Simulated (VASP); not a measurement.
## Ge: single point with LDA

The system is Ge.

```
Ge
1.0
    -1.64667    1.64667    1.64667
     1.64667   -1.64667    1.64667
     1.64667    1.64667   -1.64667
Ge
1
Direct
  0.00000 0.00000 0.00000
```

| Quantity | Value |
| --- | --- |
| Program | VASP 6.6.1 |
| Task | single point |
| Functional | LDA |
| Potentials or basis | VASP PAW LDA potentials, release 64 (Ge_d) |
| Cutoff | 520 eV |
| k mesh | 19 × 19 × 19 |
| Occupations | fermi-dirac, width 0.08 eV |
| Spin | no spin polarisation |

```json
{"Pressure": "0.0 GPa", "Band gap on the k mesh": "zero (band 7 reaches 16.70 eV, above the bottom of band 8 at 3.97 eV)"}
```

Levels at points of the mesh, in eV from the Fermi level:
```csv
k point,band 4,band 5,band 6,band 7,band 8,band 9,band 10,band 11
"(0.00, 0.00, 0.00)",-24.73,-24.73,-13.60,9.61,9.61,9.61,15.46,15.46
```

Run time: 22 s on 1 thread of Intel(R) Xeon(R) Platinum 8488C (Sapphire Rapids), with other jobs on the host, peak memory 0.16 GiB.
